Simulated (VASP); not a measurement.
## SiAs3: single point with PBE

The system is SiAs3.

```
CELL_PARAMETERS angstrom
-2.66664 2.66664 2.66664
2.66664 -2.66664 2.66664
2.66664 2.66664 -2.66664
ATOMIC_POSITIONS crystal
Si 0.00000 0.00000 0.00000
As 0.00000 0.50000 0.50000
As 0.50000 0.00000 0.50000
As 0.50000 0.50000 0.00000
```

```
Program             : VASP 6.6.1
Task                : single point
Functional          : PBE
Potentials or basis : VASP PAW PBE potentials, release 64 (Si, As)
Cutoff              : 520 eV
k mesh              : 4 × 4 × 4
Occupations         : gaussian, width 0.1 eV
Spin                : no spin polarisation
```

```yaml
Pressure: 0.2 GPa
```

Levels at points of the mesh, in eV from the Fermi level:
```csv
k point,band 8,band 9,band 10,band 11,band 12,band 13
"(0.00, 0.00, 0.00)",-3.67,-3.67,-3.67,2.23,2.23,2.23
"(0.50, 0.00, 0.00)",-1.09,-0.68,-0.59,0.80,1.86,2.98
"(0.50, 0.50, 0.50)",-1.39,-1.39,-1.39,5.68,5.68,5.68
```

Run time: 6.3 s on 1 thread of AMD EPYC 9R45 (Zen 5), on a shared host, peak memory 0.16 GiB.

Caveat: the k points lie up to 0.42 Å⁻¹ apart.
